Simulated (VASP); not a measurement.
Runs of VASP 6.6.1 on KCl (Sylvite). The structure is that of space group Fm-3m (No. 225), or close to it. The cells are those of the table. 

```csv
cell,gap on the mesh (eV),pressure (GPa)
"a = 4.390 Å, angles 60.0°, 2 atoms",5.15,0.4
"a = 4.508 Å, angles 60.0°, 2 atoms",4.90,(b)
"a = 4.359 Å, angles 60.0°, 2 atoms",(a),0.8
"a = 4.420 Å, angles 60.0°, 2 atoms",5.09,(c)
"a = 4.537 Å, angles 60.0°, 2 atoms",4.85,-1.2
"a = 4.450 Å, angles 60.0°, 2 atoms",5.02,-0.4
"a = 4.479 Å, angles 60.0°, 2 atoms",4.96,-0.7
```

Alike in all rows: task single point; level PBEsol; potentials or basis VASP PAW PBE potentials, release 64 (K_sv, Cl); no spin polarisation; k mesh 5 × 5 × 5; cutoff (eV) 520; smearing gaussian 0.01 eV.

Question: Estimate the missing entries.

Answer: (a) 5.23; (b) -1.0; (c) 0.0.

Caveats: the PAW data sets were made with another functional, which shifts forces and pressure a little.

